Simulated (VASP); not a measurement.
Here is a VASP 6.6.1 calculation.

INCAR

```
SYSTEM = Yb
  PREC = Accurate
  ENCUT = 520
  EDIFF = 1E-6
  ISMEAR = 0
  SIGMA = 0.15
  LREAL = .False.
  LASPH = .True.
  NELM = 80
  ALGO = Fast
  ISIF = 2
  LWAVE = .False.
  LCHARG = .False.
  GGA = PE
  NBANDS = 18
```

File KPOINTS:

```
regular mesh
0
Gamma
  14 14 14
  0 0 0
```

POSCAR

```
Yb
1.0
    0.0000000000      2.6117894455      2.8272620748
    2.6117894455      0.0000000000      2.8272620748
    2.6117894455      2.6117894455      0.0000000000
Yb
1
Direct
    0.0000000000      0.0000000000      0.0000000000
```

Potentials or basis: VASP PAW PBE potentials, release 64 (Yb).

Command:

```sh
$ cat potpaw_PBE.64/Yb/POTCAR > POTCAR
$ mpirun -np 1 vasp_std > vasp.out
```

**Question.** Estimate the band gap on the k mesh.

**Answer.** Zero (band 12 reaches 1.41 eV, above the bottom of band 13 at 1.33 eV).

**Question.** Predict the pressure.

**Answer.** 0.0 GPa.

Stress tensor (GPa, compression positive):
```
 0.38  0.00  0.00
 0.00  0.38  0.00
 0.00  0.00 -0.69
```

Caveat: the cell differs from its parent crystal (engineering shear strain xz +0.0000, normal strain along z +0.0825); spin-orbit coupling is left out, which moves the levels of the heavy elements. Spin polarisation is off, so any magnetic state and its effect on volume and gap are missing.
